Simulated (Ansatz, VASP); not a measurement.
# SnO2 in VASP and in Ansatz

```
CELL_PARAMETERS angstrom
1.61863 -2.80354 0.00000
1.61863 0.93451 4.29183
-4.85588 -2.80354 0.00000
ATOMIC_POSITIONS crystal
Sn 0.51680 0.41804 0.97491
Sn 0.98320 0.58196 0.52509
O 0.49203 0.76129 0.78568
O 0.00797 0.70031 0.20152
O 0.49203 0.29969 0.29848
O 0.00797 0.23871 0.71432
```

Change from the starting cell: mode 4 frozen in at -0.352 Å and mode 5 at -0.054 Å (largest displacements).

Alike in both runs: task single point; functional PBE; dispersion D3(BJ); k mesh 8 × 6 × 6; occupations gaussian, width 0.05 eV; no spin polarisation.

|  | VASP | Ansatz |
| --- | --- | --- |
| version | VASP 6.6.1 | Ansatz 0.2.0 |
| potentials or method | VASP PAW PBE potentials, release 64 (Sn_d, O), cutoff 520 eV | scalar-relativistic, plane waves, PAW |
| valence electrons in the cell | 52 | 52 |

Ansatz gave:

- gap on the k mesh at the Fermi level (eV): 0.84
- least direct gap on the mesh (eV): 0.95
- pressure (GPa): -4.8
- traceless stress, the component that is largest in VASP (GPa): -2.14
- rms of the force components (eV/Å): 0.376

Q: What did VASP give for the same quantities?

A: gap on the k mesh at the Fermi level (eV): 0.80; least direct gap on the mesh (eV): 0.92; pressure (GPa): -4.2; traceless stress, the component that is largest in VASP (GPa): -2.56; rms of the force components (eV/Å): 0.366.

Atom by atom the forces differ by 0.028 eV/Å (rms over components).
